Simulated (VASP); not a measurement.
# SnO2 (P4_2/mnm) in VASP: a series of runs

The runs below take SnO2 through single point, with PBE.

Everything below comes from runs of VASP 6.6.1. Logs are shortened: lines on timing, memory, paths and dates and some standing lists are left out, and cuts for length are marked.

## 1. The cell of the first run

Symmetry: P4_2/mnm, No. 136, tetragonal system. The conventional cell has a = 5.149 Å, b = 5.149 Å, c = 3.187 Å, α = 90.00°, β = 90.00°, γ = 90.00°. Within 2.8 Å of Sn (site symmetry mmm) lie 6 O at 2.10 to 2.27 Å. Within 2.8 Å of O (site symmetry m2m) lie 3 Sn at 2.10 to 2.27 Å and 1 O at 2.74 Å.

## 2. Single point, PBE (volume 14.087 Å^3 an atom, c/a of the conventional cell 0.6190)

Contents of INCAR:

```
PREC = Accurate
ENCUT = 520
EDIFF = 1E-7
ISMEAR = 0
SIGMA = 0.05
LREAL = F
LASPH = T
NELM = 60
ALGO = Normal
ISIF = 2
LWAVE = F
LCHARG = F
GGA = PE
NBANDS = 35
```

Contents of KPOINTS:

```
Automatic mesh
0
Gamma
  6 6 10
```

Contents of POSCAR:

```
SnO2
1.0
    5.1494316216      0.0000000000      0.0000000000
    0.0000000000      5.1494461958      0.0000000000
    0.0000000000      0.0000000000      3.1874981738
Sn O
2 4
Direct
    0.5000000000      0.5000000000      0.5000000000
    0.0000000000      0.0000000000      0.0000000000
    0.3121176425      0.3121224163      0.0000000000
    0.8121176425      0.1878775837      0.5000000000
    0.1878823575      0.8121224163      0.5000000000
    0.6878823575      0.6878775837      0.0000000000
```

Potentials or basis: VASP PAW PBE potentials, release 64 (Sn_d, O).

Started as:

```
$ cat potpaw_PBE.64/Sn_d/POTCAR potpaw_PBE.64/O/POTCAR > POTCAR
$ mpirun -np 1 vasp_std > vasp.out
```

OUTCAR:

```text
PREC = Accurate
   ENCUT = 520
   EDIFF = 1E-7
   ISMEAR = 0
   LREAL = F
   LASPH = T
   NELM = 60
   ISIF = 2
   GGA = PE

 ion  position               nearest neighbor table
   1  0.500  0.500  0.500-   3 2.10   6 2.10   3 2.10   6 2.10   5 2.27   4 2.27
   2  0.000  0.000  0.000-   4 2.10   5 2.10   4 2.10   5 2.10   3 2.27   6 2.27
   3  0.312  0.312  0.000-   1 2.10   1 2.10   2 2.27
   4  0.812  0.188  0.500-   2 2.10   2 2.10   1 2.27
   5  0.188  0.812  0.500-   2 2.10   2 2.10   1 2.27
   6  0.688  0.688  0.000-   1 2.10   1 2.10   2 2.27

  LATTYP: Found a simple tetragonal cell.
 ALAT       =     5.1494316216
 C/A-ratio  =     0.6190000000

  Lattice vectors:

 A1 = (   5.1494316216,   0.0000000000,   0.0000000000)
 A2 = (   0.0000000000,   5.1494461958,   0.0000000000)
 A3 = (   0.0000000000,   0.0000000000,   3.1874981738)

Analysis of symmetry for initial positions (statically):
=====================================================================
 Subroutine PRICEL returns:
 Original cell was already a primitive cell.

 Routine SETGRP: Setting up the symmetry group for a
 simple tetragonal supercell.

 Subroutine GETGRP returns: Found 16 space group operations
 (whereof  8 operations were pure point group operations)
 out of a pool of 16 trial point group operations.

The static configuration has the point symmetry D_2h.
 The point group associated with its full space group is D_4h.

Analysis of symmetry for dynamics (positions and initial velocities):
=====================================================================
 Subroutine PRICEL returns:
 Original cell was already a primitive cell.

 Routine SETGRP: Setting up the symmetry group for a
 simple tetragonal supercell.

 Subroutine GETGRP returns: Found 16 space group operations
 (whereof  8 operations were pure point group operations)
 out of a pool of 16 trial point group operations.

The dynamic configuration has the point symmetry D_2h.
 The point group associated with its full space group is D_4h.

 Subroutine INISYM returns: Found 16 space group operations
 (whereof  8 operations are pure point group operations),
 and found     1 'primitive' translations

----------------------------------------------------------------------------------------

                                     Primitive cell

  volume of cell :      84.5220

  direct lattice vectors                    reciprocal lattice vectors
     5.149431622  0.000000000  0.000000000     0.194196190  0.000000000  0.000000000
     0.000000000  5.149446196  0.000000000     0.000000000  0.194195640  0.000000000
     0.000000000  0.000000000  3.187498174     0.000000000  0.000000000  0.313725670

  length of vectors
     5.149431622  5.149446196  3.187498174     0.194196190  0.194195640  0.313725670

  position of ions in fractional coordinates (direct lattice)
     0.500000000  0.500000000  0.500000000
     0.000000000  0.000000000  0.000000000
     0.312117642  0.312122416  0.000000000
     0.812117642  0.187877584  0.500000000
     0.187882358  0.812122416  0.500000000
     0.687882358  0.687877584  0.000000000

  ion indices of the primitive-cell ions
   primitive index   ion index
                 1           1
                 2           2
                 3           3
                 4           4
                 5           5
                 6           6

----------------------------------------------------------------------------------------

 KPOINTS: Automatic mesh

Automatic generation of k-mesh.
 Grid dimensions read from file:
 generate k-points for:    6    6   10

 Generating k-lattice:

  Cartesian coordinates                     Fractional coordinates (reciprocal lattice)
     0.032366032  0.000000000  0.000000000     0.166666667  0.000000000  0.000000000
     0.000000000  0.032365940  0.000000000     0.000000000  0.166666667  0.000000000
     0.000000000  0.000000000  0.031372567     0.000000000  0.000000000  0.100000000

  Length of vectors
     0.032366032  0.032365940  0.031372567

  Shift w.r.t. Gamma in fractional coordinates (k-lattice)
     0.000000000  0.000000000  0.000000000

 Subroutine IBZKPT returns following result:
 ===========================================

 Found     60 irreducible k-points:

 Following reciprocal coordinates:
            Coordinates               Weight
  0.000000  0.000000  0.000000      1.000000
  0.166667  0.000000  0.000000      4.000000
  0.333333  0.000000  0.000000      4.000000
  0.500000  0.000000  0.000000      2.000000
  0.166667  0.166667  0.000000      4.000000
  0.333333  0.166667  0.000000      8.000000
[... 16 lines left out ...]
  0.333333  0.000000  0.200000      8.000000
  0.500000  0.000000  0.200000      4.000000
 [... further k-points ...]
   k-points           NKPTS =     60   k-points in BZ     NKDIM =     60   number of bands    NBANDS=     35
   number of dos      NEDOS =    301   number of ions     NIONS =      6
   total plane-waves  NPLWV =  38400
   dimension x,y,z NGX =    40 NGY =   40 NGZ =   24
   dimension x,y,z NGXF=    80 NGYF=   80 NGZF=   48
   ions per type =               2   4
   NGX,Y,Z   is equivalent  to a cutoff of  12.91, 12.91, 12.52 a.u.
   NGXF,Y,Z  is equivalent  to a cutoff of  25.83, 25.83, 25.03 a.u.
 SYSTEM =  unknown system
   PREC   = accura    normal or accurate (medium, high low for compatibility)
   ISTART =      0    job   : 0-new  1-cont  2-samecut
   ICHARG =      2    charge: 1-file 2-atom 10-const
   ISPIN  =      1    spin polarized calculation?
   LNONCOLLINEAR =      F non collinear calculations
   LSORBIT =      F    spin-orbit coupling
   LASPH  =      T    aspherical Exc in radial PAW
   ENCUT  =  520.0 eV  38.22 Ry    6.18 a.u.   9.57  9.57  5.93*2*pi/ulx,y,z
   NELM   =     60;   NELMIN=  2; NELMDL= -5     # of ELM steps
   EDIFF  = 0.1E-06   stopping-criterion for ELM
   LREAL  =      F    real-space projection
   EDIFFG = 0.1E-05   stopping-criterion for IOM
   NSW    =      0    number of steps for IOM
   IBRION =     -1    ionic relax: 0-MD 1-quasi-New 2-CG
   NFREE  =      0    steps in history (QN), initial steepest desc. (CG)
   ISIF   =      2    stress and relaxation
   ISYM   =      2    0-nonsym 1-usesym 2-fastsym
   POTIM  = 0.5000    time-step for ionic-motion
   TEBEG  =    0.0;   TEEND  =   0.0 temperature during run
   PSTRESS=    0.0 pullay stress
   NELECT =      52.0000    total number of electrons
   NUPDOWN=      -1.0000    fix difference up-down
   EMIN   =  10.00;   EMAX   =-10.00  energy-range for DOS
   EFERMI =   0.00;   METHOD = LEGACY
   ISMEAR =     0;   SIGMA  =   0.05  broadening in eV -4-tet -1-fermi 0-gaus
   EFERMI_NEDOS =   21; number of points for ismear=-14 and -15
   IALGO  =     38    algorithm
   IMIX   =      4    mixing-type and parameters
     AMIX     =   0.40;   BMIX     =  1.00
     AMIX_MAG =   1.60;   BMIX_MAG =  1.00
  volume/ion in A,a.u.               =      14.09        95.06
  Fermi-wavevector in a.u.,A,eV,Ry     =   1.392364  2.631186 26.377297  1.938677
  Thomas-Fermi vector in A             =   2.516114
   LORBIT       =      0    0 simple, 1 ext, 2 COOP (PROOUT), +10 PAW based schemes
   GGA     = PE    functional components
   LHFCALC =     F    Hartree Fock is set to
   AEXX    =    0.0000 exact exchange contribution
   IVDW    =     0    specifies the selected vdW correction
   LEPSILON=     F    determine dielectric tensor
   LRPA    =     F    only Hartree local field effects (RPA)
 non-spin polarized calculation
 Gauss-broadening in eV      SIGMA  =   0.05
  energy-cutoff  :      520.00
  volume of cell :       84.52
 maximum number of plane-waves:      2308
 NGX is ok and might be reduce to    40
   NGX = 19   NGY = 19   NGZ = 11

 number of electron      52.0000003 magnetization

 Free energy of the ion-electron system (eV)
  ---------------------------------------------------
  ext. energy  EPLUGINS =         0.00000000
  ---------------------------------------------------
  free energy    TOTEN  =       -36.85883702 eV

  energy without entropy =      -36.85883280  energy(sigma->0) =      -36.85883491

 E-fermi :   4.3147     XC(G=0): -10.3410

 val. band max:        4.2194528188   @ k =   0.0000   0.0000   0.0000
 cond. band min:       4.4097516331   @ k =   0.0000   0.0000   0.0000
 fundamental gap:      0.1902988143
 Fermi energy:         4.3146521312

 k-point     1 :       0.0000    0.0000    0.0000
  band No.  band energies     occupation
      1     -16.7295      2.00000
      2     -16.3703      2.00000
      3     -16.0793      2.00000
      4     -16.0531      2.00000
      5     -16.0531      2.00000
      6     -16.0315      2.00000
[... 27 lines left out ...]
     34      14.6665      0.00000
     35      15.5590      0.00000

 k-point     2 :       0.1667    0.0000    0.0000
  band No.  band energies     occupation
      1     -16.7072      2.00000
      2     -16.3941      2.00000
      3     -16.0770      2.00000
      4     -16.0523      2.00000
      5     -16.0523      2.00000
      6     -16.0288      2.00000
[... 27 lines left out ...]
     34      14.8484      0.00000
     35      15.5931      0.00000

 k-point     3 :       0.3333    0.0000    0.0000
  band No.  band energies     occupation
      1     -16.6443      2.00000
      2     -16.4615      2.00000
      3     -16.0698      2.00000
      4     -16.0507      2.00000
      5     -16.0506      2.00000
      6     -16.0348      2.00000
[... 27 lines left out ...]
     34      15.4095      0.00000
     35      15.6981      0.00000
[... 723 lines left out ...]
 k-point    23 :       0.3333    0.0000    0.2000
  band No.  band energies     occupation
      1     -16.5212      2.00000
      2     -16.3969      2.00000
      3     -16.2730      2.00000
      4     -16.2198      2.00000
      5     -16.0209      2.00000
      6     -16.0144      2.00000
[... 27 lines left out ...]
     34      15.4629      0.00000
     35      15.8226      0.00000

 k-point    24 :       0.5000    0.0000    0.2000
  band No.  band energies     occupation
      1     -16.4645      2.00000
      2     -16.4645      2.00000
      3     -16.2437      2.00000
      4     -16.2437      2.00000
      5     -16.0155      2.00000
      6     -16.0155      2.00000
[... 27 lines left out ...]
     34      15.3368      0.00000
     35      15.9658      0.00000

 [... further k-points ...]
[... 5 lines left out ...]
  --------------------------------------------------------------------------------------
  -------------------------------------------------------------------------------------
  Total       -6.7733198     -6.7733582     -3.0800422     -0.0000000      0.0000000      0.0000000
  in kB     -128.3933118   -128.3940386    -58.3844894     -0.0000000      0.0000000      0.0000000
  external PRESSURE =    -105.0572799 kB  Pullay stress =       0.0000000 kB

 VOLUME and BASIS-vectors are now :
 -----------------------------------------------------------------------------
  energy-cutoff  :      520.00
  volume of cell :       84.52
      direct lattice vectors                 reciprocal lattice vectors
     5.149431622  0.000000000  0.000000000     0.194196190  0.000000000  0.000000000
     0.000000000  5.149446196  0.000000000     0.000000000  0.194195640  0.000000000
     0.000000000  0.000000000  3.187498174     0.000000000  0.000000000  0.313725670

 POSITION                                       TOTAL-FORCE (eV/Angst)
 -----------------------------------------------------------------------------------
      2.57472      2.57472      1.59375        -0.000000     -0.000000      0.000000
      0.00000      0.00000      0.00000        -0.000000     -0.000000      0.000000
      1.60723      1.60726      0.00000        -0.032522     -0.032523     -0.000000
      4.18194      0.96747      1.59375        -0.032522      0.032523      0.000000
      0.96749      4.18198      1.59375         0.032522     -0.032523      0.000000
      3.54220      3.54219      0.00000         0.032522      0.032523      0.000000
 -----------------------------------------------------------------------------------
    total drift:                               -0.000000      0.000000      0.000000

  FREE ENERGIE OF THE ION-ELECTRON SYSTEM (eV)
  ---------------------------------------------------
  free  energy   TOTEN  =       -36.8588370188 eV

  energy  without entropy=      -36.8588328012  energy(sigma->0) =      -36.85883491
```

It took 2 min on 1 thread of Intel Xeon Platinum 8259CL at 2.50GHz (Skylake/Cascade Lake), shared host; peak memory 0.27 GiB.

What came out:

- Free energy: -36.8588 eV
- Pressure: -10.5 GPa
- Largest force: 0.046 eV/Å
- Band gap on the k mesh: 0.19 eV, direct

Forces in eV/Å, atoms in the order of the input:
```
Sn   0.000  0.000  0.000
Sn   0.000  0.000  0.000
O   -0.033 -0.033  0.000
O   -0.033  0.033  0.000
O    0.033 -0.033  0.000
O    0.033  0.033  0.000
```

Stress tensor (GPa, compression positive):
```
-12.84   0.00   0.00
  0.00 -12.84   0.00
  0.00   0.00  -5.84
```

Levels at points of the mesh, in eV from the valence-band top:
```
           k point  band 22  band 23  band 24  band 25  band 26  band 27  band 28  band 29  band 30  band 31
(0.00, 0.00, 0.00)    -1.05    -1.05    -0.71    -0.71     0.00     0.19     5.14     6.01     6.01     9.70
(0.50, 0.00, 0.00)    -1.67    -1.02    -1.02    -0.63    -0.63     3.01     3.01     6.75     6.75     8.73
(0.50, 0.50, 0.00)    -1.47    -1.09    -1.09    -0.82    -0.82     3.41     3.41     6.77     6.77     8.85
(0.00, 0.00, 0.50)    -2.22    -1.18    -1.18    -1.02    -1.02     4.70     4.70     8.52     8.52     8.65
(0.50, 0.00, 0.50)    -1.43    -0.86    -0.86    -0.85    -0.85     4.88     4.88     6.45     6.45    10.31
(0.50, 0.50, 0.50)    -2.20    -0.89    -0.89    -0.70    -0.70     3.72     3.72     7.68     7.68     9.65
```

Caveat: spin-orbit coupling is left out, which moves the levels of the heavy elements.

(Part 1 of 2 ends here.)
